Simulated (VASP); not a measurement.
Ge:

```
Ge
1.0
    -2.49590    2.65086    1.43695
     2.49590   -2.65086    1.43695
     2.49590    2.65086   -1.43695
Ge
2
Direct
  0.18594 0.93594 0.25000
  0.81406 0.06406 0.75000
```

```yaml
Program: VASP 6.6.1
Task: relaxation of cell and atoms
Functional: r2SCAN
Potentials_or_basis: VASP PAW PBE potentials, release 64 (Ge_d)
Cutoff: 600 eV
k_mesh: 12 × 12 × 12
Occupations: methfessel-paxton, width 0.1 eV
Spin: no spin polarisation
```

At the start: pressure -1.5 GPa; volume 19.01 Å³/atom.

Q: How do energy, volume and symmetry change on relaxing?

A: Over 18 steps the energy falls by 12.4 meV/atom and the volume is 18.64 Å³/atom (-2.0 %); space group Imma (No. 74, to 0.1 Å) before, I4_1/amd (No. 141, to 0.1 Å).

Step by step:
| step | energy change (eV) | largest force (eV/Å) | pressure (GPa) | volume (Å³) |
| --- | --- | --- | --- | --- |
| 1 | 0.0000 | 0.0945 | -1.53 | 38.03 |
| 2 | -0.0057 | 0.0991 | 0.42 | 37.04 |
| 3 | -0.0058 | 0.0989 | 0.24 | 37.11 |
| 4 | -0.0071 | 0.0983 | 0.23 | 37.14 |
| 5 | -0.0097 | 0.1007 | -0.01 | 37.23 |
| 6 | -0.0118 | 0.1112 | -0.32 | 37.39 |
| 7 | -0.0128 | 0.1079 | -0.31 | 37.37 |
| 8 | -0.0154 | 0.0952 | -0.21 | 37.30 |
| 9 | -0.0191 | 0.0677 | 0.12 | 37.15 |
| 10 | -0.0207 | 0.0134 | 0.77 | 36.86 |
| 11 | -0.0238 | 0.0060 | -0.16 | 37.32 |
| 12 | -0.0239 | 0.0001 | -0.48 | 37.47 |
| 13 | -0.0247 | 0.0104 | 0.01 | 37.29 |
| 14 | -0.0247 | 0.0048 | -0.06 | 37.31 |
| 15 | -0.0247 | 0.0089 | -0.04 | 37.30 |
| 16 | -0.0247 | 0.0038 | -0.04 | 37.28 |
| 17 | -0.0247 | 0.0034 | -0.09 | 37.28 |
| 18 | -0.0247 | 0.0037 | 0.01 | 37.27 |

Final structure:
```
Ge
1.0
    -2.57749    2.55773    1.41350
     2.57749   -2.55773    1.41350
     2.57749    2.55773   -1.41350
Ge
2
Cartesian
  2.5775 -1.2789 1.0402
  0.0000 3.8366 0.3733
```

Caveat: the PAW data sets were made with another functional, which shifts forces and pressure a little.
